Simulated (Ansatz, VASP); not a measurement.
Ta in VASP and in Ansatz

File INCAR:

```
SYSTEM = Ta
PREC = Accurate ; ENCUT = 520
EDIFF = 1E-8 ; ISMEAR = -1
SIGMA = 0.08 ; LREAL = .FALSE.
LASPH = .TRUE. ; NELM = 80
ALGO = Normal ; ISIF = 2
LWAVE = .FALSE. ; LCHARG = .FALSE.
GGA = PE ; LEFG = .TRUE.
NBANDS = 12
```

KPOINTS

```
Automatic mesh
0
G
  17 17 17
  0 0 0
```

Contents of POSCAR:

```
Ta
1.0
   -1.6347672000      1.6512800000      1.6512800000
    1.6512800000     -1.6347672000      1.6512800000
    1.6512800000      1.6512800000     -1.6347672000
Ta
1
Direct
    0.0000000000      0.0000000000      0.0000000000
```

Input for Ansatz:

```yaml
crystal:
  lattice:
    - [-1.6347672, 1.65128, 1.65128]
    - [1.65128, -1.6347672, 1.65128]
    - [1.65128, 1.65128, -1.6347672]
  atoms:
    - { symbol: Ta, position: [0.0, 0.0, 0.0] }
kpoints:
  mp_grid: { grid: [17, 17, 17] }
scf:
  occupations: { method: fermi_dirac, width: 0.08 }
hamiltonian:
  xc: pbe
  pseudopotentials: { kind: all_electron, datasets: crystal }
output:
  forces: true
  stress: true
  eigenvalues: true
  efg: { contact_densities: true }
```

Change from the starting cell: equal xy, yz and zx shear strains of +1 %, crystal datasets.

Alike in both runs: task electric field gradients; functional PBE; k mesh 17 × 17 × 17; occupations fermi-dirac, width 0.08 eV; no spin polarisation.

|  | VASP | Ansatz |
| --- | --- | --- |
| version | VASP 6.6.1 | Ansatz 0.2.0 |
| potentials or method | VASP PAW PBE potentials, release 64 (Ta_pv), cutoff 520 eV | all-electron PAW with datasets made for the crystal, scalar-relativistic |

|  | VASP | Ansatz | Ansatz less VASP |
| --- | --- | --- | --- |
| pressure (GPa) | 3.3 | 3.1 | -0.19 |
| traceless stress, the component that is largest in VASP (GPa) | -0.81 | -0.80 | +0.008 |
| size of Vzz on the site where it differs most (V/Å²) | 13.0 | 9.4 | -3.55 |

Ansatz ran all-electron here, and VASP with PAW potentials.

Spin-orbit coupling is off throughout.
